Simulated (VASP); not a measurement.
**GaSb: single point with LDA**

Crystal: GaSb.

```
Ga Sb
1.0
     0.00000    3.11900    3.11900
     3.11900    0.00000    3.11900
     3.11900    3.11900    0.00000
Ga Sb
1 1
Direct
  0.00000 0.00000 0.00000
  0.25000 0.25000 0.25000
```

```
Program                : VASP 6.6.1
Task                   : single point
Functional             : LDA
Potentials or basis    : VASP PAW LDA potentials, release 64 (Ga_d, Sb)
Cutoff                 : 500 eV
k mesh                 : 6 × 6 × 6
Occupations            : methfessel-paxton, width 0.05 eV
Spin                   : no spin polarisation
Dipole correction      : no
Further INCAR settings : ALGO = Normal; EDIFF = 1e-06; NBANDS = 16
```

```json
{
  "Pressure": "-3.9 GPa",
  "Band gap on the k mesh": "zero (filled and empty bands touch)"
}
```

Levels at points of the mesh, in eV from the Fermi level:
```csv
k point,band 5,band 6,band 7,band 8,band 9,band 10,band 11,band 12,band 13,band 14
"(0.00, 0.00, 0.00)",-15.02,-11.14,-0.54,-0.01,-0.01,-0.01,2.74,2.74,2.74,5.52
"(0.50, 0.00, 0.00)",-15.02,-9.66,-6.15,-1.07,-1.07,0.17,3.69,3.69,6.31,8.80
"(0.50, 0.50, 0.00)",-15.01,-8.92,-6.61,-2.39,-2.39,0.87,1.25,8.19,8.19,9.41
```

It took 6 s on 1 thread of Intel(R) Xeon(R) Platinum 8488C (Sapphire Rapids) (shared host), peak memory 0.15 GiB.

Caveat: spin-orbit coupling is left out, which moves the levels of the heavy elements.
